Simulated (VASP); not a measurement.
# BN (P2_1) in VASP: further runs, part 2 of 2

VASP 6.6.1.

## 3. Single point, r2SCAN (shear xy strain -3.0%)

POSCAR reads:

```
BN
1.0
    2.5439500013     -0.0381592500      0.0000000000
   -1.3050218806      2.2222049521      0.0000000000
    0.0000000000      0.0000000000      4.2078153363
B N
2 2
Direct
    0.3327892980      0.6667814970      0.0002324653
    0.6672107020      0.3332185030      0.5002324653
    0.3356412001      0.6668678577      0.3747675347
    0.6643587999      0.3331321423      0.8747675347
```

INCAR.step1 reads:

```
ALGO = Normal
EDIFF = 1E-4
ENCUT = 520
GGA = PE
ISMEAR = 0
LASPH = T
LCHARG = F
LREAL = F
LWAVE = T
NBANDS = 16
NELM = 60
PREC = Accurate
SIGMA = 0.01
```

INCAR.step2 reads:

```
ALGO = Normal
EDIFF = 1E-6
ENCUT = 520
ISIF = 2
ISMEAR = 0
ISTART = 1
LASPH = T
LCHARG = F
LMIXTAU = T
LREAL = F
LWAVE = F
METAGGA = R2SCAN
NBANDS = 16
NELM = 60
PREC = Accurate
SIGMA = 0.01
```

KPOINTS reads:

```
k-points
0
Gamma
  12 12 6
```

Potentials or basis: VASP PAW PBE potentials, release 64 (B, N).

Run with:

```
$ cat potpaw_PBE.64/B/POTCAR potpaw_PBE.64/N/POTCAR > POTCAR
$ cp INCAR.step1 INCAR
$ mpirun -np 1 vasp_std > vasp.out
$ cp INCAR.step2 INCAR
$ mpirun -np 1 vasp_std > vasp.out
```

OUTCAR:

```text
EDIFF = 1E-6
   ENCUT = 520
   ISIF = 2
   ISMEAR = 0
   ISTART = 1
   LASPH = T
   LREAL = F
   METAGGA = R2SCAN
   NELM = 60
   PREC = Accurate

 ion  position               nearest neighbor table
   1  0.333  0.667  0.000-   4 1.55   4 1.56   4 1.58   3 1.58
   2  0.667  0.333  0.500-   3 1.55   3 1.56   3 1.58   4 1.58
   3  0.336  0.667  0.375-   2 1.55   2 1.56   2 1.58   1 1.58
   4  0.664  0.333  0.875-   1 1.55   1 1.56   1 1.58   2 1.58

  LATTYP: Found a simple monoclinic cell.
 ALAT       =     2.5109756106
 B/A-ratio  =     1.6757690989
 C/A-ratio  =     1.0132460741
 COS(beta)  =    -0.4803040536

  Lattice vectors:

 A1 = (   1.2389281207,   2.1840457021,   0.0000000000)
 A2 = (   0.0000000000,   0.0000000000,  -4.2078153363)
 A3 = (  -2.5439500013,   0.0381592500,   0.0000000000)

Analysis of symmetry for initial positions (statically):
=====================================================================
 Subroutine PRICEL returns:
 Original cell was already a primitive cell.

 Routine SETGRP: Setting up the symmetry group for a
 simple monoclinic supercell.

 Subroutine GETGRP returns: Found  2 space group operations
 (whereof  1 operations were pure point group operations)
 out of a pool of  4 trial point group operations.

The static configuration has the point symmetry C_1 .
 The point group associated with its full space group is C_2 .

Analysis of symmetry for dynamics (positions and initial velocities):
=====================================================================
 Subroutine PRICEL returns:
 Original cell was already a primitive cell.

 Routine SETGRP: Setting up the symmetry group for a
 simple monoclinic supercell.

 Subroutine GETGRP returns: Found  2 space group operations
 (whereof  1 operations were pure point group operations)
 out of a pool of  4 trial point group operations.

The dynamic configuration has the point symmetry C_1 .
 The point group associated with its full space group is C_2 .

 Subroutine INISYM returns: Found  2 space group operations
 (whereof  1 operations are pure point group operations),
 and found     1 'primitive' translations

----------------------------------------------------------------------------------------

                                     Primitive cell

  volume of cell :      23.5780

  direct lattice vectors                    reciprocal lattice vectors
     2.543950001 -0.038159250  0.000000000     0.396582973  0.232899066  0.000000000
    -1.305021881  2.222204952  0.000000000     0.006810042  0.454002792  0.000000000
     0.000000000  0.000000000  4.207815336     0.000000000  0.000000000  0.237653015

  length of vectors
     2.544236180  2.577067511  4.207815336     0.459913067  0.454053865  0.237653015

  position of ions in fractional coordinates (direct lattice)
     0.332789298  0.666781497  0.000232465
     0.667210702  0.333218503  0.500232465
     0.335641200  0.666867858  0.374767535
     0.664358800  0.333132142  0.874767535

  ion indices of the primitive-cell ions
   primitive index   ion index
[... 26 lines left out ...]
 Subroutine IBZKPT returns following result:
 ===========================================

 Found    296 irreducible k-points:

 Following reciprocal coordinates:
            Coordinates               Weight
  0.000000  0.000000  0.000000      1.000000
  0.083333  0.000000  0.000000      2.000000
  0.166667  0.000000  0.000000      2.000000
  0.250000  0.000000  0.000000      2.000000
  0.333333  0.000000  0.000000      2.000000
  0.416667  0.000000  0.000000      2.000000
[... 16 lines left out ...]
  0.250000  0.166667  0.000000      2.000000
  0.333333  0.166667  0.000000      2.000000
 [... further k-points ...]
   k-points           NKPTS =    296   k-points in BZ     NKDIM =    296   number of bands    NBANDS=     16
   number of dos      NEDOS =    301   number of ions     NIONS =      4
   total plane-waves  NPLWV =  12800
   dimension x,y,z NGX =    20 NGY =   20 NGZ =   32
   dimension x,y,z NGXF=    40 NGYF=   40 NGZF=   64
   ions per type =               2   2
   NGX,Y,Z   is equivalent  to a cutoff of  13.07, 12.90, 12.64 a.u.
   NGXF,Y,Z  is equivalent  to a cutoff of  26.14, 25.80, 25.29 a.u.
 SYSTEM =  unknown system
   PREC   = accura    normal or accurate (medium, high low for compatibility)
   ISTART =      1    job   : 0-new  1-cont  2-samecut
   ICHARG =      0    charge: 1-file 2-atom 10-const
   ISPIN  =      1    spin polarized calculation?
   LNONCOLLINEAR =      F non collinear calculations
   LSORBIT =      F    spin-orbit coupling
   LASPH  =      T    aspherical Exc in radial PAW
   ENCUT  =  520.0 eV  38.22 Ry    6.18 a.u.   4.73  4.79  7.82*2*pi/ulx,y,z
   NELM   =     60;   NELMIN=  2; NELMDL=  0     # of ELM steps
   EDIFF  = 0.1E-05   stopping-criterion for ELM
   LREAL  =      F    real-space projection
   EDIFFG = 0.1E-04   stopping-criterion for IOM
   NSW    =      0    number of steps for IOM
   IBRION =     -1    ionic relax: 0-MD 1-quasi-New 2-CG
   NFREE  =      0    steps in history (QN), initial steepest desc. (CG)
   ISIF   =      2    stress and relaxation
   ISYM   =      2    0-nonsym 1-usesym 2-fastsym
   POTIM  = 0.5000    time-step for ionic-motion
   TEBEG  =    0.0;   TEEND  =   0.0 temperature during run
   PSTRESS=    0.0 pullay stress
   NELECT =      16.0000    total number of electrons
   NUPDOWN=      -1.0000    fix difference up-down
   EMIN   =  10.00;   EMAX   =-10.00  energy-range for DOS
   EFERMI =   0.00;   METHOD = LEGACY
   ISMEAR =     0;   SIGMA  =   0.01  broadening in eV -4-tet -1-fermi 0-gaus
   EFERMI_NEDOS =   21; number of points for ismear=-14 and -15
   IALGO  =     38    algorithm
   IMIX   =      4    mixing-type and parameters
     AMIX     =   0.40;   BMIX     =  1.00
     AMIX_MAG =   1.60;   BMIX_MAG =  1.00
  volume/ion in A,a.u.               =       5.89        39.78
  Fermi-wavevector in a.u.,A,eV,Ry     =   1.438619  2.718597 28.158969  2.069626
  Thomas-Fermi vector in A             =   2.557566
   LORBIT       =      0    0 simple, 1 ext, 2 COOP (PROOUT), +10 PAW based schemes
   METAGGA = R2SCAN    functional components
   LHFCALC =     F    Hartree Fock is set to
   AEXX    =    0.0000 exact exchange contribution
   IVDW    =     0    specifies the selected vdW correction
   LEPSILON=     F    determine dielectric tensor
   LRPA    =     F    only Hartree local field effects (RPA)
 non-spin polarized calculation
 Gauss-broadening in eV      SIGMA  =   0.01
  energy-cutoff  :      520.00
  volume of cell :       23.58
 maximum number of plane-waves:       650
   NGX =  9   NGY =  9   NGZ = 15

 number of electron      15.9999998 magnetization

 Free energy of the ion-electron system (eV)
  ---------------------------------------------------
  ext. energy  EPLUGINS =         0.00000000
  ---------------------------------------------------
  free energy    TOTEN  =       -38.23822109 eV

  energy without entropy =      -38.23822109  energy(sigma->0) =      -38.23822109

 E-fermi :   7.6348     XC(G=0): -13.6467

 val. band max:        7.5448814352   @ k =   0.0000   0.0000   0.0000
 cond. band min:      13.1474081331   @ k =   0.3333   0.3333   0.0000
 fundamental gap:      5.6025266979
 Fermi energy:         7.6347976844

 k-point     1 :       0.0000    0.0000    0.0000
  band No.  band energies     occupation
      1     -14.0660      2.00000
      2      -9.8263      2.00000
      3      -3.9049      2.00000
      4       5.0771      2.00000
      5       5.3619      2.00000
      6       7.1578      2.00000
[... 433 lines left out ...]
      3      -1.8145      2.00000
      4      -0.3717      2.00000
      5       0.1215      2.00000
      6       1.1133      2.00000
[... 8 lines left out ...]
     15      24.5609      0.00000
     16      25.1245      0.00000

 [... further k-points ...]

------------------------ aborting loop because EDIFF is reached ----------------------------------------

  FORCE on cell =-STRESS in cart. coord.  units (eV):
  Direction    XX          YY          ZZ          XY          YZ          ZX
  --------------------------------------------------------------------------------------
  -------------------------------------------------------------------------------------
  Total        0.1911569      0.2559563      0.1535755      1.8632280      0.0000000      0.0000000
  in kB       12.9895431     17.3928079     10.4357998    126.6105409      0.0000000      0.0000000
  external PRESSURE =      13.6060503 kB  Pullay stress =       0.0000000 kB

 VOLUME and BASIS-vectors are now :
 -----------------------------------------------------------------------------
  energy-cutoff  :      520.00
  volume of cell :       23.58
      direct lattice vectors                 reciprocal lattice vectors
     2.543950001 -0.038159250  0.000000000     0.396582973  0.232899066  0.000000000
    -1.305021881  2.222204952  0.000000000     0.006810042  0.454002792  0.000000000
     0.000000000  0.000000000  4.207815336     0.000000000  0.000000000  0.237653015

 POSITION                                       TOTAL-FORCE (eV/Angst)
 -----------------------------------------------------------------------------------
     -0.02357      1.46903      0.00098         0.005589     -0.000469      0.003118
      1.26249      0.71502      2.10489        -0.005589      0.000469      0.003118
     -0.01642      1.46911      1.57695         0.005491     -0.000370     -0.003118
      1.25535      0.71494      3.68086        -0.005491      0.000370     -0.003118
 -----------------------------------------------------------------------------------
    total drift:                               -0.000000      0.000000     -0.002285

  FREE ENERGIE OF THE ION-ELECTRON SYSTEM (eV)
  ---------------------------------------------------
  free  energy   TOTEN  =       -38.2382210928 eV

  energy  without entropy=      -38.2382210928  energy(sigma->0) =      -38.23822109
```

Run time: 3.7 min. Hardware: 1 thread of Intel Xeon 6975P-C, shared host; peak memory 0.21 GiB.

What came out:

```
Free energy            : -38.2382 eV
Pressure               : 1.4 GPa
Largest force          : 0.006 eV/Å
Band gap on the k mesh : 5.60 eV, indirect (least direct gap 8.61 eV)
```

Forces in eV/Å, atoms in the order of the input:
```
B    0.006  0.000  0.003
B   -0.006  0.000  0.003
N    0.005  0.000 -0.003
N   -0.005  0.000 -0.003
```

Levels at points of the mesh, in eV from the valence-band top:
```
           k point  band 4  band 5  band 6  band 7  band 8  band 9  band 10  band 11  band 12  band 13
(0.00, 0.00, 0.00)   -2.47   -2.18   -0.39   -0.22    0.00    8.61     9.11     9.20    10.33    11.26
(0.50, 0.00, 0.00)   -8.27   -7.18   -5.61   -4.61   -2.56    6.69     8.33    10.98    11.68    13.89
(0.00, 0.50, 0.00)   -8.28   -7.32   -5.32   -4.63   -2.30    7.19     8.49    11.25    12.12    13.74
(0.50, 0.50, 0.00)   -8.28   -7.47   -5.01   -4.68   -2.05    7.69     8.63    11.53    12.57    13.60
(0.00, 0.00, 0.50)   -6.09   -1.46   -1.46   -1.20   -1.20    9.81     9.81    10.51    10.51    10.96
(0.50, 0.00, 0.50)  -10.47   -4.32   -4.32   -3.79   -3.79    6.84     6.84    10.51    10.51    15.05
(0.00, 0.50, 0.50)  -10.55   -4.07   -4.07   -3.80   -3.80    7.09     7.09    10.61    10.61    15.17
(0.50, 0.50, 0.50)  -10.61   -3.91   -3.91   -3.73   -3.73    7.28     7.28    10.76    10.76    15.34
```

Caveat: the cell differs from its parent crystal (shear xy strain -3.0%); the PAW data sets were made with another functional, which shifts forces and pressure a little.
